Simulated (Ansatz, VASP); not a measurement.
# LaOsN3: VASP beside Ansatz

```
La Os N
1.0
     3.95056    0.00000    0.00000
     0.00000    3.95056    0.00000
     0.00000    0.00000    3.95056
La Os N
1 1 3
Cartesian
  1.9753 1.9753 1.9753
  0.0000 0.0000 0.0000
  1.9753 0.0000 0.0000
  0.0000 1.9753 0.0000
  0.0000 0.0000 1.9753
```

Alike in both runs: task single point; functional LDA; k mesh 7 × 7 × 7; occupations methfessel-paxton of order 1, width 0.3 eV; no spin polarisation.

```csv
,VASP,Ansatz
version,VASP 6.6.1,Ansatz 0.2.0
potentials or method,"VASP PAW LDA potentials, release 64 (La, Os, N)","plane waves, PAW"
plane-wave cutoff (eV),520,420
valence electrons in the cell,34,42
```

```csv
,VASP,Ansatz,Ansatz less VASP
pressure (GPa),-11.7,-13.8,-2.06
```

LDA's correlation is that of Perdew and Zunger in VASP and of Perdew and Wang (1992) in Ansatz. VASP's potentials hold 34 valence electrons a cell and Ansatz's 42, so a difference there can come from the potentials and not from the codes.

Neither program's run includes spin-orbit coupling.
